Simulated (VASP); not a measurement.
A run of VASP 6.6.1 is set up as follows.

INCAR

```
SYSTEM = Al2Au
ALGO     = Normal         ! electronic algorithm
EDIFF    = 1E-7           ! SCF threshold, eV
ENCUT    = 520            ! plane-wave cutoff, eV
GGA      = PS             ! functional
ISIF     = 2              ! what is computed and relaxed
ISMEAR   = 1              ! smearing method
LASPH    = .TRUE.         ! aspherical terms in the spheres
LCHARG   = .FALSE.        ! write CHGCAR
LREAL    = .FALSE.        ! projectors in reciprocal space
LWAVE    = .FALSE.        ! write WAVECAR
NBANDS   = 16             ! bands
NELM     = 60             ! most SCF steps
PREC     = Accurate       ! precision mode
SIGMA    = 0.1            ! smearing width, eV
```

Contents of KPOINTS:

```
k-points
0
G
  5 5 5
  0 0 0
```

The input POSCAR:

```
Al2Au
1.0
    0.0000000000      3.0000000000      3.0000000000
    3.0000000000      0.0000000000      3.0000000000
    3.0000000000      3.0000000000      0.0000000000
Al Au
2 1
Direct
    0.2500000000      0.2500000000      0.2500000000
    0.7500000000      0.7500000000      0.7500000000
    0.0000000000      0.0000000000      0.0000000000
```

Potentials or basis: VASP PAW PBE potentials, release 64 (Al, Au).

The run is started by

```console
$ cat potpaw_PBE.64/Al/POTCAR potpaw_PBE.64/Au/POTCAR > POTCAR
$ mpirun -np 1 vasp_std > vasp.out
```

Question: What does it give for the pressure?

Answer: -0.1 GPa.

Caveat: the k points lie up to 0.36 Å⁻¹ apart; the PAW data sets were made with another functional, which shifts forces and pressure a little.
